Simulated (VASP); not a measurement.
# Ag (P6_3/mmc) in VASP: further runs, part 2 of 3

VASP 6.6.1.

### Step 3. Electric field gradients, PBE (18.70 Å³/atom)

This run uses another cell than the first one, of 18.70 Å³/atom.

The input, INCAR:

```
  PREC = Accurate
  ENCUT = 400
  EDIFF = 1E-8
  ISMEAR = -1
  SIGMA = 0.03
  LREAL = F
  LASPH = T
  NELM = 120
  ALGO = Normal
  ISIF = 2
  LWAVE = F
  LCHARG = F
  GGA = PE
  LEFG = T
  NBANDS = 18
  GGA_COMPAT = F
```

The input, KPOINTS:

```
regular mesh
0
Gamma
  13 13 7
```

The input, POSCAR:

```
Ag
1.0
    2.9780393744      0.0000000000      0.0000000000
   -1.4890196872      2.5790577517      0.0000000000
    0.0000000000      0.0000000000      4.8685385491
Ag
2
Direct
    0.3333333333      0.6666666667      0.2500000000
    0.6666666667      0.3333333333      0.7500000000
```

Potentials or basis: VASP PAW PBE potentials, release 64 (Ag).

The run is started by

```
$ cat potpaw_PBE.64/Ag/POTCAR > POTCAR
$ mpirun -np 1 vasp_std > vasp.out
```

OUTCAR:

```text
PREC = Accurate
   ENCUT = 400
   EDIFF = 1E-8
   ISMEAR = -1
   LREAL = F
   LASPH = T
   NELM = 120
   ISIF = 2
   GGA = PE

 ion  position               nearest neighbor table
   1  0.333  0.667  0.250-   2 2.98   2 2.98   2 2.98   2 2.98   2 2.98   2 2.98
   2  0.667  0.333  0.750-   1 2.98   1 2.98   1 2.98   1 2.98   1 2.98   1 2.98

  LATTYP: Found a hexagonal cell.
 ALAT       =     2.9780393744
 C/A-ratio  =     1.6348133577

  Lattice vectors:

 A1 = (   2.9780393744,   0.0000000000,   0.0000000000)
 A2 = (  -1.4890196872,   2.5790577517,   0.0000000000)
 A3 = (   0.0000000000,   0.0000000000,   4.8685385491)

Analysis of symmetry for initial positions (statically):
=====================================================================
 Subroutine PRICEL returns:
 Original cell was already a primitive cell.

 Routine SETGRP: Setting up the symmetry group for a
 hexagonal supercell.

 Subroutine GETGRP returns: Found 24 space group operations
 (whereof 12 operations were pure point group operations)
 out of a pool of 24 trial point group operations.

The static configuration has the point symmetry D_3d.
 The point group associated with its full space group is D_6h.

Analysis of symmetry for dynamics (positions and initial velocities):
=====================================================================
 Subroutine PRICEL returns:
 Original cell was already a primitive cell.

 Routine SETGRP: Setting up the symmetry group for a
 hexagonal supercell.

 Subroutine GETGRP returns: Found 24 space group operations
 (whereof 12 operations were pure point group operations)
 out of a pool of 24 trial point group operations.

[... 151 lines left out ...]
 val. band max:        7.2363066043   @ k =   0.3846   0.0000   0.4286
 cond. band min:       7.2957780264   @ k =   0.1538   0.0000   0.1429
 fundamental gap:      0.0594714221
 Fermi energy:         7.2435236848

 k-point     1 :       0.0000    0.0000    0.0000
  band No.  band energies     occupation
      1       0.0978      2.00000
      2       1.3564      2.00000
      3       2.7110      2.00000
      4       2.7914      2.00000
      5       2.7914      2.00000
      6       2.9909      2.00000
[... 481 lines left out ...]
      5       2.8437      2.00000
      6       2.9846      2.00000
[... 10 lines left out ...]
     17      23.7192      0.00000
     18      24.2452      0.00000

 [... further k-points ...]
[... 5 lines left out ...]
  --------------------------------------------------------------------------------------
  -------------------------------------------------------------------------------------
  Total       -1.0746779     -1.0746779     -0.7178297      0.0000000      0.0000000      0.0000000
  in kB      -46.0467305    -46.0467305    -30.7568527      0.0000000      0.0000000      0.0000000
  external PRESSURE =     -40.9501046 kB  Pullay stress =       0.0000000 kB

 VOLUME and BASIS-vectors are now :
 -----------------------------------------------------------------------------
  energy-cutoff  :      400.00
  volume of cell :       37.39
      direct lattice vectors                 reciprocal lattice vectors
     2.978039374  0.000000000  0.000000000     0.335791396  0.193869253  0.000000000
    -1.489019687  2.579057752  0.000000000     0.000000000  0.387738506  0.000000000
     0.000000000  0.000000000  4.868538549     0.000000000  0.000000000  0.205400448

 POSITION                                       TOTAL-FORCE (eV/Angst)
 -----------------------------------------------------------------------------------
     -0.00000      1.71937      1.21713         0.000000      0.000000      0.000000
      1.48902      0.85969      3.65140        -0.000000      0.000000      0.000000
 -----------------------------------------------------------------------------------
    total drift:                                0.000000     -0.000000      0.000000

  FREE ENERGIE OF THE ION-ELECTRON SYSTEM (eV)
  ---------------------------------------------------
  free  energy   TOTEN  =        -5.4123399137 eV

  energy  without entropy=       -5.4106532830  energy(sigma->0) =       -5.41149660

 Electric field gradients (V/A^2)
---------------------------------------------------------------------
 ion       V_xx      V_yy      V_zz      V_xy      V_xz      V_yz
---------------------------------------------------------------------
   1       2.485     2.482    -4.967    -0.003     0.000    -0.000
   2       2.485     2.482    -4.967    -0.003    -0.000     0.000
---------------------------------------------------------------------

 Electric field gradients after diagonalization (V/A^2)
 (convention: |V_zz| > |V_xx| > |V_yy|)
----------------------------------------------------------------------
 ion       V_xx      V_yy      V_zz     asymmetry (V_yy - V_xx)/ V_zz
----------------------------------------------------------------------
   1       2.486     2.480    -4.967       0.001
   2       2.486     2.480    -4.967       0.001
----------------------------------------------------------------------

           NMR quadrupolar parameters

 Cq : quadrupolar parameter    Cq=e*Q*V_zz/h
 eta: asymmetry parameters     (V_yy - V_xx)/ V_zz
 Q  : nuclear electric quadrupole moment in mb (millibarn)
----------------------------------------------------------------------
 ion       Cq(MHz)       eta       Q (mb)
----------------------------------------------------------------------
   1      -0.012       0.001       1.000
   2      -0.012       0.001       1.000
----------------------------------------------------------------------
```

OSZICAR:

```text
N       E                     dE             d eps       ncg     rms          rms(c)
DAV:   1     0.103979325555E+03    0.10398E+03   -0.10002E+04  3032   0.974E+02
DAV:   2    -0.425369497115E+01   -0.10823E+03   -0.10285E+03  3136   0.231E+02
DAV:   3    -0.585714535158E+01   -0.16035E+01   -0.15990E+01  3530   0.318E+01
DAV:   4    -0.586188408721E+01   -0.47387E-02   -0.47384E-02  3356   0.174E+00
DAV:   5    -0.586192602655E+01   -0.41939E-04   -0.41938E-04  3384   0.172E-01    0.581E+00
DAV:   6    -0.542627562768E+01    0.43565E+00   -0.11577E+00  3146   0.112E+01    0.394E+00
DAV:   7    -0.541649787494E+01    0.97778E-02   -0.10825E-02  3282   0.876E-01    0.231E+00
DAV:   8    -0.541230961628E+01    0.41883E-02   -0.11043E-03  3194   0.293E-01    0.891E-02
DAV:   9    -0.541232886584E+01   -0.19250E-04   -0.19088E-05  3514   0.303E-02    0.421E-02
DAV:  10    -0.541233974140E+01   -0.10876E-04   -0.76971E-06  3322   0.251E-02    0.189E-03
DAV:  11    -0.541233990168E+01   -0.16029E-06   -0.10473E-07  3436   0.273E-03    0.127E-03
DAV:  12    -0.541233986680E+01    0.34882E-07   -0.99142E-09  2674   0.776E-04    0.240E-04
DAV:  13    -0.541233990376E+01   -0.36955E-07   -0.39898E-10  1652   0.196E-04    0.417E-05
DAV:  14    -0.541233991507E+01   -0.11310E-07   -0.53966E-11  1614   0.606E-05    0.103E-05
DAV:  15    -0.541233991374E+01    0.13310E-08   -0.91327E-12  1594   0.211E-05
   1 F= -.54123399E+01 E0= -.54114966E+01  d E =-.168663E-02
```

Run time: 13 s. Hardware: 1 thread of Intel Xeon 6975P-C (Granite Rapids), shared host; peak memory 0.15 GiB.

What came out:

| Property | Result |
| --- | --- |
| Free energy | -5.4123 eV |
| Pressure | -4.1 GPa |
| Band gap on the k mesh | zero (bands 11 and 12 overlap by 6.12 eV) |
| Largest electric field gradient by atom | Ag -5.0 V/Å² |

Stress tensor (GPa, compression positive):
```
-4.60  0.00  0.00
 0.00 -4.60  0.00
 0.00  0.00 -3.08
```

Electric field gradients, principal values (V/Å²):
```
atom  least  middle  greatest (by size)
1 Ag  2.480   2.486              -4.967
2 Ag  2.480   2.486              -4.967
```

Caveat: the cell stands under tension; without QUAD_EFG the Cq values of the log hold for a quadrupole moment of 1 mb, not for the nuclei.

### Step 4. Electric field gradients, PBE (18.70 Å³/atom)

This run uses another cell than the first one, of 18.70 Å³/atom.

The input, INCAR:

```
SYSTEM = Ag
  PREC = Accurate
  ENCUT = 400
  EDIFF = 1E-8
  ISMEAR = -1
  SIGMA = 0.03
  LREAL = .FALSE.
  LASPH = .TRUE.
  NELM = 120
  ALGO = Normal
  ISIF = 2
  LWAVE = .FALSE.
  LCHARG = .FALSE.
  GGA = PE
  LEFG = .TRUE.
  NBANDS = 18
  GGA_COMPAT = .FALSE.
```

The input, KPOINTS:

```
regular mesh
0
G
  13 13 7
  0 0 0
```

POSCAR is that of step 3.

Potentials or basis: VASP PAW PBE potentials, release 64 (Ag).

The run is started by

```
$ cat potpaw_PBE.64/Ag/POTCAR > POTCAR
$ mpirun -np 1 vasp_std > vasp.out
```

OUTCAR:

```text
SYSTEM = Ag
   PREC = Accurate
   ENCUT = 400
   EDIFF = 1E-8
   ISMEAR = -1
   LREAL = .FALSE.
   LASPH = .TRUE.
   NELM = 120
   ISIF = 2
   GGA = PE

 ion  position               nearest neighbor table
   1  0.333  0.667  0.250-   2 2.98   2 2.98   2 2.98   2 2.98   2 2.98   2 2.98
   2  0.667  0.333  0.750-   1 2.98   1 2.98   1 2.98   1 2.98   1 2.98   1 2.98

  LATTYP: Found a hexagonal cell.
 ALAT       =     2.9780393744
 C/A-ratio  =     1.6348133577

  Lattice vectors:

 A1 = (   2.9780393744,   0.0000000000,   0.0000000000)
 A2 = (  -1.4890196872,   2.5790577517,   0.0000000000)
 A3 = (   0.0000000000,   0.0000000000,   4.8685385491)

Analysis of symmetry for initial positions (statically):
=====================================================================
 Subroutine PRICEL returns:
 Original cell was already a primitive cell.

 Routine SETGRP: Setting up the symmetry group for a
 hexagonal supercell.
[... 695 lines left out ...]
  volume of cell :       37.39
      direct lattice vectors                 reciprocal lattice vectors
     2.978039374  0.000000000  0.000000000     0.335791396  0.193869253  0.000000000
    -1.489019687  2.579057752  0.000000000     0.000000000  0.387738506  0.000000000
     0.000000000  0.000000000  4.868538549     0.000000000  0.000000000  0.205400448

 POSITION                                       TOTAL-FORCE (eV/Angst)
 -----------------------------------------------------------------------------------
     -0.00000      1.71937      1.21713         0.000000      0.000000      0.000000
      1.48902      0.85969      3.65140        -0.000000      0.000000      0.000000
 -----------------------------------------------------------------------------------
    total drift:                                0.000000     -0.000000      0.000000

  FREE ENERGIE OF THE ION-ELECTRON SYSTEM (eV)
  ---------------------------------------------------
  free  energy   TOTEN  =        -5.4123399137 eV

  energy  without entropy=       -5.4106532830  energy(sigma->0) =       -5.41149660

 Electric field gradients (V/A^2)
---------------------------------------------------------------------
 ion       V_xx      V_yy      V_zz      V_xy      V_xz      V_yz
---------------------------------------------------------------------
   1       2.485     2.482    -4.967    -0.003     0.000    -0.000
   2       2.485     2.482    -4.967    -0.003    -0.000     0.000
---------------------------------------------------------------------

 Electric field gradients after diagonalization (V/A^2)
 (convention: |V_zz| > |V_xx| > |V_yy|)
----------------------------------------------------------------------
 ion       V_xx      V_yy      V_zz     asymmetry (V_yy - V_xx)/ V_zz
----------------------------------------------------------------------
   1       2.486     2.480    -4.967       0.001
   2       2.486     2.480    -4.967       0.001
----------------------------------------------------------------------

           NMR quadrupolar parameters

 Cq : quadrupolar parameter    Cq=e*Q*V_zz/h
 eta: asymmetry parameters     (V_yy - V_xx)/ V_zz
 Q  : nuclear electric quadrupole moment in mb (millibarn)
----------------------------------------------------------------------
 ion       Cq(MHz)       eta       Q (mb)
----------------------------------------------------------------------
   1      -0.012       0.001       1.000
   2      -0.012       0.001       1.000
----------------------------------------------------------------------
```

OSZICAR:

```text
N       E                     dE             d eps       ncg     rms          rms(c)
DAV:   1     0.103979325555E+03    0.10398E+03   -0.10002E+04  3032   0.974E+02
DAV:   2    -0.425369497115E+01   -0.10823E+03   -0.10285E+03  3136   0.231E+02
DAV:   3    -0.585714535158E+01   -0.16035E+01   -0.15990E+01  3530   0.318E+01
DAV:   4    -0.586188408721E+01   -0.47387E-02   -0.47384E-02  3356   0.174E+00
DAV:   5    -0.586192602655E+01   -0.41939E-04   -0.41938E-04  3384   0.172E-01    0.581E+00
DAV:   6    -0.542627562768E+01    0.43565E+00   -0.11577E+00  3146   0.112E+01    0.394E+00
DAV:   7    -0.541649787494E+01    0.97778E-02   -0.10825E-02  3282   0.876E-01    0.231E+00
DAV:   8    -0.541230961628E+01    0.41883E-02   -0.11043E-03  3194   0.293E-01    0.891E-02
DAV:   9    -0.541232886584E+01   -0.19250E-04   -0.19088E-05  3514   0.303E-02    0.421E-02
DAV:  10    -0.541233974140E+01   -0.10876E-04   -0.76971E-06  3322   0.251E-02    0.189E-03
DAV:  11    -0.541233990168E+01   -0.16029E-06   -0.10473E-07  3436   0.273E-03    0.127E-03
DAV:  12    -0.541233986680E+01    0.34882E-07   -0.99142E-09  2674   0.776E-04    0.240E-04
DAV:  13    -0.541233990376E+01   -0.36955E-07   -0.39898E-10  1652   0.196E-04    0.417E-05
DAV:  14    -0.541233991507E+01   -0.11310E-07   -0.53966E-11  1614   0.606E-05    0.103E-05
DAV:  15    -0.541233991374E+01    0.13310E-08   -0.91327E-12  1594   0.211E-05
   1 F= -.54123399E+01 E0= -.54114966E+01  d E =-.168663E-02
```

It took 13 s on 1 thread of Intel Xeon 6975P-C (Granite Rapids), shared host; peak memory 0.15 GiB.

Results:

| Property | Result |
| --- | --- |
| Free energy | -5.4123 eV |
| Pressure | -4.1 GPa |
| Band gap on the k mesh | zero (bands 11 and 12 overlap by 6.12 eV) |
| Largest electric field gradient by atom | Ag -5.0 V/Å² |

Levels at points of the mesh, in eV from the Fermi level:
| k point | band 9 | band 10 | band 11 | band 12 | band 13 | band 14 |
| --- | --- | --- | --- | --- | --- | --- |
| (0.00, 0.00, 0.00) | -3.95 | -3.09 | -3.09 | -0.19 | 3.07 | 15.35 |

Electric field gradients, principal values (V/Å²):
| atom | least | middle | greatest (by size) |
| --- | --- | --- | --- |
| 1 Ag | 2.480 | 2.486 | -4.967 |
| 2 Ag | 2.480 | 2.486 | -4.967 |

Caveat: the cell stands under tension; without QUAD_EFG the Cq values of the log hold for a quadrupole moment of 1 mb, not for the nuclei.

(Continued in part 3 of 3.)
